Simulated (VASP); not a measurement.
# Si2C3 (P-6m2) in VASP: further runs, part 2 of 2

VASP 6.6.1.

## Step 4: Single point, PBE

This run uses another cell than the first one, of 9.29 Å³/atom, 0.998 times its volume.

Contents of INCAR:

```
SYSTEM = Si2C3
PREC     = Accurate       ! precision mode
ENCUT    = 520            ! plane-wave cutoff, eV
EDIFF    = 1E-6           ! SCF threshold, eV
ISMEAR   = 0              ! smearing method
SIGMA    = 0.1            ! smearing width, eV
LREAL    = .FALSE.        ! projectors in reciprocal space
LASPH    = .TRUE.         ! aspherical terms in the spheres
NELM     = 60             ! most SCF steps
ALGO     = Normal         ! electronic algorithm
ISIF     = 2              ! what is computed and relaxed
LWAVE    = .FALSE.        ! write WAVECAR
LCHARG   = .TRUE.         ! write CHGCAR
GGA      = PE             ! functional
LELF     = .TRUE.         ! ELF
LVHAR    = .TRUE.       
NBANDS   = 31             ! bands
```

Contents of KPOINTS:

```
Automatic mesh
0
G
  6 6 2
  0 0 0
```

Contents of POSCAR:

```
Si2C3
1.0
    2.7820284501      0.0000000000      0.0000000000
   -1.3910142251      2.4093073118      0.0000000000
    0.0000000000      0.0000000000     13.8632594794
Si C
4 6
Direct
    0.3333333333      0.6666666667      0.0000000000
    0.3333333333      0.6666666667      0.3508765767
    0.3333333333      0.6666666667      0.6491234233
    0.6666666667      0.3333333333      0.5000000000
    0.3333333333      0.6666666667      0.1413894293
    0.3333333333      0.6666666667      0.8586105707
    0.6666666667      0.3333333333      0.1780477555
    0.6666666667      0.3333333333      0.2895163148
    0.6666666667      0.3333333333      0.7104836852
    0.6666666667      0.3333333333      0.8219522445
```

Potentials or basis: VASP PAW PBE potentials, release 64 (Si, C).

The run is started by

```console
$ cat potpaw_PBE.64/Si/POTCAR potpaw_PBE.64/C/POTCAR > POTCAR
$ mpirun -np 1 vasp_std > vasp.out
```

OUTCAR:

```text
SYSTEM = Si2C3
   PREC = Accurate
   ENCUT = 520
   EDIFF = 1E-6
   ISMEAR = 0
   LREAL = .FALSE.
   LASPH = .TRUE.
   NELM = 60
   ISIF = 2
   GGA = PE

 ion  position               nearest neighbor table
   1  0.333  0.667  0.000-   5 1.96   6 1.96
   2  0.333  0.667  0.351-   8 1.82   8 1.82   8 1.82   4 2.62   4 2.62   4 2.62
   3  0.333  0.667  0.649-   9 1.82   9 1.82   9 1.82   4 2.62   4 2.62   4 2.62
   4  0.667  0.333  0.500-   2 2.62   3 2.62   2 2.62   3 2.62   2 2.62   3 2.62
   5  0.333  0.667  0.141-   7 1.68   7 1.68   7 1.68   1 1.96
   6  0.333  0.667  0.859-  10 1.68  10 1.68  10 1.68   1 1.96
   7  0.667  0.333  0.178-   8 1.55   5 1.68   5 1.68   5 1.68
   8  0.667  0.333  0.290-   7 1.55   2 1.82   2 1.82   2 1.82
   9  0.667  0.333  0.710-  10 1.55   3 1.82   3 1.82   3 1.82
  10  0.667  0.333  0.822-   9 1.55   6 1.68   6 1.68   6 1.68

  LATTYP: Found a hexagonal cell.
 ALAT       =     2.7820284501
 C/A-ratio  =     4.9831479901

  Lattice vectors:

 A1 = (   2.7820284501,   0.0000000000,   0.0000000000)
 A2 = (  -1.3910142251,   2.4093073118,   0.0000000000)
 A3 = (   0.0000000000,   0.0000000000,  13.8632594794)

Analysis of symmetry for initial positions (statically):
=====================================================================
 Subroutine PRICEL returns:
 Original cell was already a primitive cell.

 Routine SETGRP: Setting up the symmetry group for a
 hexagonal supercell.

 Subroutine GETGRP returns: Found 12 space group operations
 (whereof 12 operations were pure point group operations)
 out of a pool of 24 trial point group operations.

The static configuration has the point symmetry D_3h.

Analysis of symmetry for dynamics (positions and initial velocities):
=====================================================================
 Subroutine PRICEL returns:
 Original cell was already a primitive cell.

[... 138 lines left out ...]
   LHFCALC =     F    Hartree Fock is set to
   AEXX    =    0.0000 exact exchange contribution
   IVDW    =     0    specifies the selected vdW correction
   LEPSILON=     F    determine dielectric tensor
   LRPA    =     F    only Hartree local field effects (RPA)
 non-spin polarized calculation
 Gauss-broadening in eV      SIGMA  =   0.10
  energy-cutoff  :      520.00
  volume of cell :       92.92
 maximum number of plane-waves:      2520
 NGX is ok and might be reduce to    24
   NGX = 11   NGY = 11   NGZ = 51

 number of electron      40.0000002 magnetization

 Free energy of the ion-electron system (eV)
  ---------------------------------------------------
  ext. energy  EPLUGINS =         0.00000000
  ---------------------------------------------------
  free energy    TOTEN  =       -70.08102990 eV

  energy without entropy =      -70.07426406  energy(sigma->0) =      -70.07764698

 E-fermi :   9.7750     XC(G=0): -11.8443

 val. band max:        9.5707867269   @ k =   0.3333   0.1667   0.5000
 cond. band min:       9.7896399412   @ k =   0.1667   0.0000   0.5000
 fundamental gap:      0.2188532144
 Fermi energy:         9.7749715684

 k-point     1 :       0.0000    0.0000    0.0000
  band No.  band energies     occupation
      1      -8.8218      2.00000
      2      -8.7145      2.00000
      3      -6.4037      2.00000
      4      -5.9012      2.00000
      5      -3.5323      2.00000
      6      -1.4639      2.00000
[... 465 lines left out ...]
     30      18.1722      0.00000
     31      18.5225      0.00000

------------------------ aborting loop because EDIFF is reached ----------------------------------------

  FORCE on cell =-STRESS in cart. coord.  units (eV):
  Direction    XX          YY          ZZ          XY          YZ          ZX
  --------------------------------------------------------------------------------------
  -------------------------------------------------------------------------------------
  Total        0.0904375      0.0904375     -0.0810271     -0.0000000      0.0000000      0.0000000
  in kB        1.5593374      1.5593374     -1.3970815     -0.0000000      0.0000000      0.0000000
  external PRESSURE =       0.5738645 kB  Pullay stress =       0.0000000 kB

 VOLUME and BASIS-vectors are now :
 -----------------------------------------------------------------------------
  energy-cutoff  :      520.00
  volume of cell :       92.92
      direct lattice vectors                 reciprocal lattice vectors
     2.782028450  0.000000000  0.000000000     0.359449955  0.207528528  0.000000000
    -1.391014225  2.409307312  0.000000000     0.000000000  0.415057056  0.000000000
     0.000000000  0.000000000 13.863259479     0.000000000  0.000000000  0.072133108

 POSITION                                       TOTAL-FORCE (eV/Angst)
 -----------------------------------------------------------------------------------
     -0.00000      1.60620      0.00000        -0.000000      0.000000     -0.000000
     -0.00000      1.60620      4.86429        -0.000000      0.000000     -0.012523
     -0.00000      1.60620      8.99897         0.000000      0.000000      0.012523
      1.39101      0.80310      6.93163        -0.000000      0.000000     -0.000000
     -0.00000      1.60620      1.96012        -0.000000      0.000000      0.001532
     -0.00000      1.60620     11.90314         0.000000      0.000000     -0.001532
      1.39101      0.80310      2.46832        -0.000000      0.000000      0.015442
      1.39101      0.80310      4.01364         0.000000     -0.000000      0.022953
      1.39101      0.80310      9.84962         0.000000     -0.000000     -0.022953
      1.39101      0.80310     11.39494        -0.000000      0.000000     -0.015442
 -----------------------------------------------------------------------------------
    total drift:                               -0.000000      0.000000      0.000000

  FREE ENERGIE OF THE ION-ELECTRON SYSTEM (eV)
  ---------------------------------------------------
  free  energy   TOTEN  =       -70.0810299045 eV

  energy  without entropy=      -70.0742640555  energy(sigma->0) =      -70.07764698
```

OSZICAR:

```text
N       E                     dE             d eps       ncg     rms          rms(c)
DAV:   1     0.104920820113E+03    0.10492E+03   -0.18755E+04   868   0.118E+03
DAV:   2    -0.652545873973E+02   -0.17018E+03   -0.16005E+03  1129   0.208E+02
DAV:   3    -0.752690459926E+02   -0.10014E+02   -0.99097E+01  1088   0.478E+01
DAV:   4    -0.754160531974E+02   -0.14701E+00   -0.14668E+00  1129   0.636E+00
DAV:   5    -0.754187121676E+02   -0.26590E-02   -0.26583E-02  1160   0.818E-01    0.156E+01
DAV:   6    -0.705425982472E+02    0.48761E+01   -0.13450E+01  1135   0.200E+01    0.759E+00
DAV:   7    -0.704859402409E+02    0.56658E-01   -0.98990E+00  1101   0.146E+01    0.470E+00
DAV:   8    -0.701735129474E+02    0.31243E+00   -0.82738E+00  1148   0.850E+00    0.306E+00
DAV:   9    -0.700902110029E+02    0.83302E-01   -0.40896E-01  1057   0.310E+00    0.101E+00
DAV:  10    -0.700809865554E+02    0.92244E-02   -0.64246E-02  1164   0.155E+00    0.434E-01
DAV:  11    -0.700809675930E+02    0.18962E-04   -0.15725E-02  1054   0.674E-01    0.291E-01
DAV:  12    -0.700810432668E+02   -0.75674E-04   -0.14232E-03  1056   0.188E-01    0.182E-01
DAV:  13    -0.700810285648E+02    0.14702E-04   -0.61122E-04  1122   0.106E-01    0.624E-02
DAV:  14    -0.700810324490E+02   -0.38843E-05   -0.15237E-04  1082   0.660E-02    0.310E-02
DAV:  15    -0.700810297532E+02    0.26959E-05   -0.32132E-05  1052   0.257E-02    0.201E-02
DAV:  16    -0.700810299045E+02   -0.15135E-06   -0.38160E-06  1058   0.915E-03
   1 F= -.70081030E+02 E0= -.70077647E+02  d E =-.676585E-02
```

Wall time 48 s (1 thread of Intel Xeon Platinum 8259CL at 2.50GHz (Skylake/Cascade Lake), shared host); peak memory 0.23 GiB.

Results:

```
Free energy            : -70.0810 eV
Pressure               : 0.1 GPa
Largest force          : 0.023 eV/Å
Band gap on the k mesh : zero (band 20 reaches 11.61 eV, above the bottom of band 21 at 7.67 eV)
```

Forces on the atoms (eV/Å):
```
Si   0.000  0.000  0.000
Si   0.000  0.000 -0.013
Si   0.000  0.000  0.013
Si   0.000  0.000  0.000
C    0.000  0.000  0.002
C    0.000  0.000 -0.002
C    0.000  0.000  0.015
C    0.000  0.000  0.023
C    0.000  0.000 -0.023
C    0.000  0.000 -0.015
```

Stress tensor (GPa, compression positive):
```
 0.16  0.00  0.00
 0.00  0.16  0.00
 0.00  0.00 -0.14
```

Caveat: the k points lie up to 0.43 Å⁻¹ apart.

## Step 5: Relaxation of cell and atoms, PBE

This run uses another cell than the first one, of 13.77 Å³/atom, 1.478 times its volume.

Contents of INCAR:

```
SYSTEM = Si2C3
PREC = Accurate ; ENCUT = 600
EDIFF = 1E-6 ; ISMEAR = 0
SIGMA = 0.1 ; LREAL = .FALSE.
LASPH = .TRUE. ; NELM = 80
ALGO = Normal ; ISIF = 3
LWAVE = .FALSE. ; LCHARG = .FALSE.
GGA = PE ; IBRION = 2
NSW = 90 ; EDIFFG = -0.04
```

Contents of KPOINTS:

```
Automatic mesh
0
G
  6 6 1
  0 0 0
```

Contents of POSCAR:

```
Si2C3
1.0
    2.7091322400      0.0000000000      0.0000000000
   -1.3545661200      2.3461773400      0.0000000000
    0.0000000000      0.0000000000     21.6593114300
Si C
4 6
Direct
    0.3333333300      0.6666666700      0.0000000000
    0.3333333300      0.6666666700      0.4000000000
    0.3333333300      0.6666666700      0.6000000000
    0.6666666700      0.3333333300      0.5000000000
    0.3333333300      0.6666666700      0.2000000000
    0.3333333300      0.6666666700      0.8000000000
    0.6666666700      0.3333333300      0.1000000000
    0.6666666700      0.3333333300      0.3000000000
    0.6666666700      0.3333333300      0.7000000000
    0.6666666700      0.3333333300      0.9000000000
```

The run is started by

```console
$ cat potpaw_PBE.64/Si/POTCAR potpaw_PBE.64/C/POTCAR > POTCAR
$ mpirun -np 1 vasp_std > vasp.out
```

Run time: 25 min. Hardware: 1 thread of Intel Xeon Platinum 8259CL at 2.50GHz (Skylake/Cascade Lake), shared host; peak memory 0.33 GiB.

The run converged. Its results:

```yaml
Free_energy: -69.5821 eV
Relaxed_volume: 9.84 Å³/atom
Relaxed_cell: a = 2.771 Å, b = 2.771 Å, c = 14.798 Å, α = 90.00°, β = 90.00°, γ = 120.00°
Space_group_after_relaxing_to_0.05_Å: P-6m2 (No. 187)
Energy_gained_by_relaxing: 2671.5 meV/atom
Ionic_steps: 61
Pressure_after_relaxing: 0.5 GPa
Largest_force_after_relaxing: 0.029 eV/Å
Band_gap_on_the_k_mesh: zero (band 20 reaches 11.07 eV, above the bottom of band 21 at 7.22 eV)
```

Forces in eV/Å, atoms in the order of the input:
```
Si   0.000  0.000  0.000
Si   0.000  0.000 -0.001
Si   0.000  0.000  0.001
Si   0.000  0.000  0.000
C    0.000  0.000  0.029
C    0.000  0.000 -0.029
C    0.000  0.000 -0.010
C    0.000  0.000  0.023
C    0.000  0.000 -0.023
C    0.000  0.000  0.010
```

Stress tensor (GPa, compression positive):
```
0.58 0.00 0.00
0.00 0.58 0.00
0.00 0.00 0.25
```

The path:
| step | energy change (eV) | largest force (eV/Å) | pressure (GPa) | volume (Å³) |
| --- | --- | --- | --- | --- |
| 1 | 0.0000 | 1.6839 | -17.97 | 137.67 |
| 3 | -3.5994 | 3.3478 | 5.67 | 96.59 |
| 5 | -4.8870 | 1.6734 | 23.46 | 87.14 |
| 7 | -11.4832 | 3.6842 | -19.98 | 116.97 |
| 9 | -12.1323 | 3.8659 | -26.32 | 131.51 |
| 11 | -13.1142 | 3.4514 | -26.90 | 136.82 |
| 13 | -13.1894 | 3.1541 | -26.84 | 139.20 |
| 15 | -17.0718 | 3.1980 | -20.28 | 121.78 |
| 17 | -19.9369 | 3.6945 | 12.34 | 96.73 |
| 19 | -23.0605 | 3.5150 | 13.77 | 97.49 |
| 21 | -24.1808 | 1.9430 | 7.55 | 97.80 |
| 23 | -24.5942 | 2.0258 | -7.95 | 103.35 |
| 25 | -24.9705 | 1.9782 | -5.08 | 101.00 |
| 27 | -25.9841 | 2.2435 | -2.22 | 96.57 |
| 29 | -26.2904 | 0.9787 | 4.37 | 93.37 |
| 31 | -26.4550 | 0.5223 | 5.22 | 92.80 |
| 33 | -26.5165 | 0.4876 | 0.32 | 94.85 |
| 35 | -26.5415 | 0.4071 | -0.90 | 95.60 |
| 37 | -26.5703 | 0.2538 | 0.00 | 95.56 |
| 39 | -26.5949 | 0.3286 | 0.62 | 95.61 |
| 41 | -26.6173 | 0.2499 | 0.67 | 96.43 |
| 43 | -26.6715 | 0.3643 | -2.41 | 98.66 |
| 45 | -26.6915 | 0.2977 | -1.20 | 98.69 |
| 47 | -26.7082 | 0.1037 | 1.20 | 97.67 |
| 49 | -26.7114 | 0.0882 | 0.22 | 98.15 |
| 51 | -26.7122 | 0.0497 | -0.05 | 98.36 |
| 53 | -26.7129 | 0.0506 | -0.12 | 98.43 |
| 55 | -26.7130 | 0.0726 | -0.15 | 98.48 |
| 57 | -26.7137 | 0.0613 | 0.05 | 98.44 |
| 59 | -26.7137 | 0.0595 | 1.01 | 98.27 |
| 61 | -26.7146 | 0.0287 | 0.47 | 98.41 |

Final structure:
```
Si C
1.0
     2.77105    0.00000    0.00000
    -1.38552    2.39980    0.00000
     0.00000    0.00000   14.79844
Si C
4 6
Direct
  0.33333 0.66667 0.00000
  0.33333 0.66667 0.32195
  0.33333 0.66667 0.67805
  0.66667 0.33333 0.50000
  0.33333 0.66667 0.18735
  0.33333 0.66667 0.81265
  0.66667 0.33333 0.16195
  0.66667 0.33333 0.37103
  0.66667 0.33333 0.62897
  0.66667 0.33333 0.83805
```

Levels at points of the mesh, in eV from the Fermi level:
```tsv
k point	band 17	band 18	band 19	band 20	band 21	band 22	band 23	band 24
(0.00, 0.00, 0.00)	-0.29	-0.23	-0.23	2.28	3.77	4.74	4.85	5.15
(0.50, 0.00, 0.00)	-2.94	-2.45	-2.34	-1.77	-0.39	1.68	2.09	2.35
```

Caveat: the k points lie up to 0.44 Å⁻¹ apart in the final cell; the volume moved by over 15 % at a fixed basis, so the end points are rough.

## Step 6: Summary

| task | cell | k mesh | cutoff (eV) | gap on the mesh (eV) | pressure (GPa) | largest force (eV/Å) |
| --- | --- | --- | --- | --- | --- | --- |
| single point | a = 2.774, b = 2.774, c = 13.978 Å, angles 90.0, 90.0, 120.0°, 10 atoms | 6 × 6 × 1 | 520 | none | 0.0 | 0.06 |
| single point | a = 2.709, b = 2.709, c = 21.659 Å, angles 90.0, 90.0, 120.0°, 10 atoms | 6 × 6 × 1 | 520 | none | -18.1 | 1.69 |
| single point | a = 2.782, b = 2.782, c = 13.863 Å, angles 90.0, 90.0, 120.0°, 10 atoms | 6 × 6 × 2 | 520 | none | 0.1 | 0.02 |
| relaxation of cell and atoms | relaxed from a = 2.709, b = 2.709, c = 21.659 Å, angles 90.0, 90.0, 120.0°, 10 atoms | 6 × 6 × 1 | 600 | none | 0.5 | 0.03 |

Alike in all rows: level PBE; potentials or basis VASP PAW PBE potentials, release 64 (Si, C); no spin polarisation; smearing gaussian 0.1 eV.

Caveats: all runs use coarse meshes; forces of over 1 eV/Å act on the atoms, so gaps and moduli don't describe the material at rest (some runs); the volume moved by over 15 % at a fixed basis, so the end points are rough (some runs).

Absolute energies hang on the potentials; compare differences alone.
